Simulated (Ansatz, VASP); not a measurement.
**One calculation of Cd3O2, two programs**

```
Cd O
1.0
     3.34246    0.00000    0.00000
    -1.67123    2.89466    0.00000
     0.00000    0.00000    8.51895
Cd O
3 2
Direct
  0.00000 0.00000 0.34166
  0.00000 0.00000 0.65834
  0.00000 0.00000 0.00000
  0.33333 0.66667 0.83115
  0.66667 0.33333 0.16885
```

Alike in both runs: functional PBE; k mesh 5 × 5 × 2; occupations gaussian, width 0.2 eV; no spin polarisation.

Ansatz relaxed the structure, and its values are those at the end. VASP's run is a single point on that final structure, the one shown.

|  | VASP | Ansatz |
| --- | --- | --- |
| version | VASP 6.6.1 | Ansatz 0.2.0 |
| potentials or method | VASP PAW PBE potentials, release 64 (Cd_sv_GW, O), cutoff 700 eV | scalar-relativistic, plane waves, PAW |
| valence electrons in the cell | 72 | 72 |

VASP gave:

- gap on the k mesh at the Fermi level (eV): none
- pressure (GPa): -0.4
- rms of the force components (eV/Å): 0.011

Q: What did Ansatz give for the same quantities?

A: gap on the k mesh at the Fermi level (eV): none; pressure (GPa): -0.3; rms of the force components (eV/Å): 0.012.

A gap of «none» marks a metal or a gap that the smearing closes.

The k mesh is coarse, so the values compare programs but aren't converged.
